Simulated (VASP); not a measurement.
# Os in VASP: single point with PBEsol

Aim: the single point of Os with PBEsol.

Everything below comes from runs of VASP 6.6.1. Logs are shortened: lines on timing, memory, paths and dates and some standing lists are left out, and cuts for length are marked.

### 1 The cell of the first run

The typed cell holds 2 atoms: a = 4.226 Å, b = 4.226 Å, c = 3.871 Å, α = 103.40°, β = 103.40°, γ = 141.97°.

### 2 Single point, PBEsol

Input file INCAR:

```
PREC = Accurate
ENCUT = 520
EDIFF = 1E-6
ISMEAR = -1
SIGMA = 0.1
LREAL = False
LASPH = True
NELM = 60
ALGO = Normal
ISIF = 2
LWAVE = False
LCHARG = False
GGA = PS
ISYM = 0
NBANDS = 15
```

Input file KPOINTS:

```
regular mesh
0
Gamma
  14 14 9
```

Input file POSCAR:

```
Os
1.0
   -3.0336102673      2.6171111890      1.3451231293
    2.6171111890     -3.0336102673      1.3451231293
    2.2961199596      2.2961199596     -2.1079419541
Os
2
Direct
    0.9801404261      0.0198595739      0.0000000000
    0.7698595739      0.2301404261      0.5000000000
```

Potentials or basis: VASP PAW PBE potentials, release 64 (Os).

Command:

```bash
$ cat potpaw_PBE.64/Os/POTCAR > POTCAR
$ mpirun -np 1 vasp_std > vasp.out
```

OUTCAR:

```text
PREC = Accurate
   ENCUT = 520
   EDIFF = 1E-6
   ISMEAR = -1
   LREAL = False
   LASPH = True
   NELM = 60
   ISIF = 2
   GGA = PS
   ISYM = 0

 ion  position               nearest neighbor table
   1  0.980  0.020  0.000-   2 2.56   2 2.56   2 2.56   2 2.56   2 2.69   2 2.69
   2  0.770  0.230  0.500-   1 2.56   1 2.56   1 2.56   1 2.56   1 2.69   1 2.69

IMPORTANT INFORMATION: All symmetrisations will be switched off!
NOSYMM: (Re-)initialisation of all symmetry stuff for point group C_1.

----------------------------------------------------------------------------------------

                                     Primitive cell

  volume of cell :      29.9441

  direct lattice vectors                    reciprocal lattice vectors
    -3.033610267  2.617111189  1.345123129     0.110409235  0.287377788  0.433297853
     2.617111189 -3.033610267  1.345123129     0.287377788  0.110409235  0.433297853
     2.296119960  2.296119960 -2.107941954     0.253836461  0.253836461  0.078597007

  length of vectors
     4.226277140  4.226277140  3.871401945     0.531529135  0.531529135  0.367482499

  position of ions in fractional coordinates (direct lattice)
     0.980140426  0.019859574  1.000000000
     0.769859574  0.230140426  0.500000000

  ion indices of the primitive-cell ions
   primitive index   ion index
                 1           1
                 2           2

----------------------------------------------------------------------------------------

 KPOINTS: regular mesh

Automatic generation of k-mesh.
 Grid dimensions read from file:
 generate k-points for:   14   14    9

 Generating k-lattice:

  Cartesian coordinates                     Fractional coordinates (reciprocal lattice)
     0.007886374  0.020526985  0.030949847     0.071428571 -0.000000000  0.000000000
     0.020526985  0.007886374  0.030949847    -0.000000000  0.071428571  0.000000000
     0.028204051  0.028204051  0.008733001     0.000000000  0.000000000  0.111111111

  Length of vectors
     0.037966367  0.037966367  0.040831389

  Shift w.r.t. Gamma in fractional coordinates (k-lattice)
     0.000000000  0.000000000  0.000000000

 Subroutine IBZKPT returns following result:
 ===========================================

 Found    884 irreducible k-points:

 Following reciprocal coordinates:
            Coordinates               Weight
  0.000000  0.000000  0.000000      1.000000
  0.071429 -0.000000  0.000000      2.000000
  0.000000 -0.071429 -0.000000      2.000000
  0.142857  0.000000  0.000000      2.000000
 -0.000000 -0.142857 -0.000000      2.000000
  0.214286  0.000000  0.000000      2.000000
[... 16 lines left out ...]
  0.357143  0.071429  0.000000      2.000000
 -0.071429 -0.357143 -0.000000      2.000000
 [... further k-points ...]
   k-points           NKPTS =    884   k-points in BZ     NKDIM =    884   number of bands    NBANDS=     15
   number of dos      NEDOS =    301   number of ions     NIONS =      2
   total plane-waves  NPLWV =  30720
   dimension x,y,z NGX =    32 NGY =   32 NGZ =   30
   dimension x,y,z NGXF=    64 NGYF=   64 NGZF=   60
   ions per type =               2
   NGX,Y,Z   is equivalent  to a cutoff of  12.59, 12.59, 12.88 a.u.
   NGXF,Y,Z  is equivalent  to a cutoff of  25.18, 25.18, 25.77 a.u.
 SYSTEM =  unknown system
   PREC   = accura    normal or accurate (medium, high low for compatibility)
   ISTART =      0    job   : 0-new  1-cont  2-samecut
   ICHARG =      2    charge: 1-file 2-atom 10-const
   ISPIN  =      1    spin polarized calculation?
   LNONCOLLINEAR =      F non collinear calculations
   LSORBIT =      F    spin-orbit coupling
   LASPH  =      T    aspherical Exc in radial PAW
   ENCUT  =  520.0 eV  38.22 Ry    6.18 a.u.   7.86  7.86  7.20*2*pi/ulx,y,z
   NELM   =     60;   NELMIN=  2; NELMDL= -5     # of ELM steps
   EDIFF  = 0.1E-05   stopping-criterion for ELM
   LREAL  =      F    real-space projection
   EDIFFG = 0.1E-04   stopping-criterion for IOM
   NSW    =      0    number of steps for IOM
   IBRION =     -1    ionic relax: 0-MD 1-quasi-New 2-CG
   NFREE  =      0    steps in history (QN), initial steepest desc. (CG)
   ISIF   =      2    stress and relaxation
   ISYM   =      0    0-nonsym 1-usesym 2-fastsym
   POTIM  = 0.5000    time-step for ionic-motion
   TEBEG  =    0.0;   TEEND  =   0.0 temperature during run
   PSTRESS=    0.0 pullay stress
   NELECT =      16.0000    total number of electrons
   NUPDOWN=      -1.0000    fix difference up-down
   EMIN   =  10.00;   EMAX   =-10.00  energy-range for DOS
   EFERMI =   0.00;   METHOD = LEGACY
   ISMEAR =    -1;   SIGMA  =   0.10  broadening in eV -4-tet -1-fermi 0-gaus
   EFERMI_NEDOS =   21; number of points for ismear=-14 and -15
   IALGO  =     38    algorithm
   IMIX   =      4    mixing-type and parameters
     AMIX     =   0.40;   BMIX     =  1.00
     AMIX_MAG =   1.60;   BMIX_MAG =  1.00
  volume/ion in A,a.u.               =      14.97       101.04
  Fermi-wavevector in a.u.,A,eV,Ry     =   1.328447  2.510401 24.011167  1.764771
  Thomas-Fermi vector in A             =   2.457684
   LORBIT       =      0    0 simple, 1 ext, 2 COOP (PROOUT), +10 PAW based schemes
   GGA     = PS    functional components
   LHFCALC =     F    Hartree Fock is set to
   AEXX    =    0.0000 exact exchange contribution
   IVDW    =     0    specifies the selected vdW correction
   LEPSILON=     F    determine dielectric tensor
   LRPA    =     F    only Hartree local field effects (RPA)
 non-spin polarized calculation
  energy-cutoff  :      520.00
  volume of cell :       29.94
 maximum number of plane-waves:       822
   NGX = 15   NGY = 15   NGZ = 15

 number of electron      16.0000000 magnetization

 Free energy of the ion-electron system (eV)
  ---------------------------------------------------
  ext. energy  EPLUGINS =         0.00000000
  ---------------------------------------------------
  free energy    TOTEN  =       -23.69972507 eV

  energy without entropy =      -23.65934143  energy(sigma->0) =      -23.67953325

 E-fermi :   8.3012     XC(G=0): -13.6611

 val. band max:        8.2984151631   @ k =  -0.2857   0.4286  -0.2222
 cond. band min:       8.3026128249   @ k =  -0.3571   0.2857  -0.1111
 fundamental gap:      0.0041976618
 Fermi energy:         8.3012167534

 k-point     1 :       0.0000    0.0000    0.0000
  band No.  band energies     occupation
      1      -2.0569      2.00000
      2       0.9560      2.00000
      3       2.0805      2.00000
      4       4.6460      2.00000
      5       4.9905      2.00000
      6       6.5062      2.00000
      7       7.0780      1.99999
      8       8.3527      0.74790
      9       8.5371      0.17276
     10      10.2080      0.00000
     11      11.2495      0.00000
     12      11.4060      0.00000
     13      18.2805      0.00000
     14      20.8953      0.00000
     15      24.4995      0.00000

 k-point     2 :       0.0714   -0.0000    0.0000
  band No.  band energies     occupation
      1      -1.7388      2.00000
      2       1.1959      2.00000
      3       2.2370      2.00000
      4       4.7616      2.00000
      5       5.0082      2.00000
      6       6.3185      2.00000
      7       6.7451      2.00000
      8       7.7252      1.99372
      9       8.7447      0.02344
     10      10.0217      0.00000
     11      10.5180      0.00000
     12      12.9422      0.00000
     13      18.2190      0.00000
     14      20.9120      0.00000
     15      24.5731      0.00000

 k-point     3 :       0.0000   -0.0714   -0.0000
  band No.  band energies     occupation
      1      -1.7388      2.00000
      2       1.1959      2.00000
      3       2.2370      2.00000
      4       4.7616      2.00000
      5       5.0082      2.00000
      6       6.3185      2.00000
      7       6.7451      2.00000
      8       7.7252      1.99372
      9       8.7447      0.02344
     10      10.0217      0.00000
     11      10.5180      0.00000
     12      12.9422      0.00000
     13      18.2190      0.00000
     14      20.9120      0.00000
     15      24.5731      0.00000

 k-point     4 :       0.1429    0.0000    0.0000
  band No.  band energies     occupation
      1      -0.8364      2.00000
      2       1.8763      2.00000
      3       2.6268      2.00000
      4       4.9508      2.00000
      5       5.1805      2.00000
      6       5.2840      2.00000
      7       6.1026      2.00000
      8       7.7223      1.99390
      9       8.3878      0.59228
     10       9.5654      0.00001
     11      10.3797      0.00000
     12      14.7777      0.00000
     13      18.1836      0.00000
     14      21.0983      0.00000
     15      22.8017      0.00000
[... 307 lines left out ...]
 k-point    22 :      -0.0714   -0.2857   -0.0000
  band No.  band energies     occupation
      1       1.6197      2.00000
      2       2.1559      2.00000
      3       2.8782      2.00000
      4       3.3520      2.00000
      5       5.8463      2.00000
      6       6.0907      2.00000
      7       8.0149      1.89195
      8       8.2263      1.35813
      9       9.7965      0.00000
     10      10.3810      0.00000
     11      11.0304      0.00000
     12      15.9824      0.00000
     13      18.4503      0.00000
     14      20.3761      0.00000
     15      20.9341      0.00000

 k-point    23 :       0.3571    0.0714    0.0000
  band No.  band energies     occupation
      1       1.4668      2.00000
      2       1.7211      2.00000
      3       2.6111      2.00000
      4       2.9765      2.00000
      5       6.3389      2.00000
      6       6.7150      2.00000
      7       9.1437      0.00044
      8       9.3691      0.00005
      9      10.6484      0.00000
     10      11.0211      0.00000
     11      11.9886      0.00000
     12      14.3845      0.00000
     13      18.9600      0.00000
     14      19.6870      0.00000
     15      20.5174      0.00000

 k-point    24 :      -0.0714   -0.3571   -0.0000
  band No.  band energies     occupation
      1       1.4668      2.00000
      2       1.7211      2.00000
      3       2.6111      2.00000
      4       2.9765      2.00000
      5       6.3389      2.00000
      6       6.7150      2.00000
      7       9.1437      0.00044
      8       9.3691      0.00005
      9      10.6484      0.00000
     10      11.0211      0.00000
     11      11.9886      0.00000
     12      14.3845      0.00000
     13      18.9600      0.00000
     14      19.6870      0.00000
     15      20.5174      0.00000

 [... further k-points ...]

------------------------ aborting loop because EDIFF is reached ----------------------------------------

  FORCE on cell =-STRESS in cart. coord.  units (eV):
  Direction    XX          YY          ZZ          XY          YZ          ZX
  --------------------------------------------------------------------------------------
  -------------------------------------------------------------------------------------
  Total        0.0516190      0.0516192      0.1030174      0.0316548     -0.0041950     -0.0041973
  in kB        2.7619017      2.7619102      5.5120028      1.6937060     -0.2244569     -0.2245798
  external PRESSURE =       3.6786049 kB  Pullay stress =       0.0000000 kB

 VOLUME and BASIS-vectors are now :
 -----------------------------------------------------------------------------
  energy-cutoff  :      520.00
  volume of cell :       29.94
      direct lattice vectors                 reciprocal lattice vectors
    -3.033610267  2.617111189  1.345123129     0.110409235  0.287377788  0.433297853
     2.617111189 -3.033610267  1.345123129     0.287377788  0.110409235  0.433297853
     2.296119960  2.296119960 -2.107941954     0.253836461  0.253836461  0.078597007

 POSITION                                       TOTAL-FORCE (eV/Angst)
 -----------------------------------------------------------------------------------
     -2.92139      2.50489      1.34512        -0.019682      0.019682      0.000000
     -0.58509      2.46471      0.29115         0.019682     -0.019682     -0.000000
 -----------------------------------------------------------------------------------
    total drift:                                0.000168     -0.000168     -0.000000

  FREE ENERGIE OF THE ION-ELECTRON SYSTEM (eV)
  ---------------------------------------------------
  free  energy   TOTEN  =       -23.6997250668 eV

  energy  without entropy=      -23.6593414322  energy(sigma->0) =      -23.67953325
```

It took 20 min on 1 thread of AMD EPYC, shared host; peak memory 0.43 GiB.

Results:

* Free energy: -23.6997 eV
* Pressure: 0.4 GPa
* Largest force: 0.028 eV/Å
* Band gap on the k mesh: zero (bands 8 and 9 overlap by 3.12 eV)

Forces in eV/Å, atoms in the order of the input:
```
Os  -0.020  0.020  0.000
Os   0.020 -0.020  0.000
```

Caveat: the PAW data sets were made with another functional, which shifts forces and pressure a little; spin-orbit coupling is left out, which moves the levels of the heavy elements.
